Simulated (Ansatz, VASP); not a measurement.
## Two plane-wave programs on AlC3

File INCAR:

```
PREC = Accurate
ENCUT = 520
EDIFF = 1E-6
ISMEAR = 0
SIGMA = 0.1
LREAL = False
LASPH = True
NELM = 60
ALGO = Normal
ISIF = 2
LWAVE = False
LCHARG = False
GGA = PS
NBANDS = 16
```

File KPOINTS:

```
regular mesh
0
Gamma
  14 14 14
```

The input POSCAR:

```
AlC3
1.0
    3.0803817430      0.0000000000      0.0000000000
    0.0000000000      3.0803817430      0.0000000000
    0.0000000000      0.0000000000      3.0803817430
Al C
1 3
Direct
    0.0000000000      0.0000000000      0.0000000000
    0.0000000000      0.5000000000      0.5000000000
    0.5000000000      0.0000000000      0.5000000000
    0.5000000000      0.5000000000      0.0000000000
```

Input for Ansatz:

```yaml
crystal:
  lattice:
    - [3.080381743, 0.0, 0.0]
    - [0.0, 3.080381743, 0.0]
    - [0.0, 0.0, 3.080381743]
  atoms:
    - { symbol: Al, position: [0.0, 0.0, 0.0] }
    - { symbol: C, position: [0.0, 0.5, 0.5] }
    - { symbol: C, position: [0.5, 0.0, 0.5] }
    - { symbol: C, position: [0.5, 0.5, 0.0] }
basis:
  ecutwfc: 420
kpoints:
  mp_grid: { grid: [14, 14, 14] }
hamiltonian:
  xc: pbesol
scf:
  occupations: { method: gaussian, width: 0.1 }
output:
  forces: true
  stress: true
  eigenvalues: true
  populations: true
```

Alike in both runs: task single point; functional PBEsol; k mesh 14 × 14 × 14; occupations gaussian, width 0.1 eV; no spin polarisation.

|  | VASP | Ansatz |
| --- | --- | --- |
| version | VASP 6.6.1 | Ansatz 0.2.0 |
| potentials or method | VASP PAW PBE potentials, release 64 (Al, C), cutoff 520 eV | scalar-relativistic, plane waves, PAW |
| valence electrons in the cell | 15 | 15 |

```tsv
	VASP	Ansatz	Ansatz less VASP
gap on the k mesh at the Fermi level (eV)	none	none	-
pressure (GPa)	19.7	19.5	-0.14
```

VASP's potentials were made for PBE, not for PBEsol. A gap of «none» marks a metal or a gap that the smearing closes. The functional is the same, so the differences come from potentials, cutoffs and numerics.
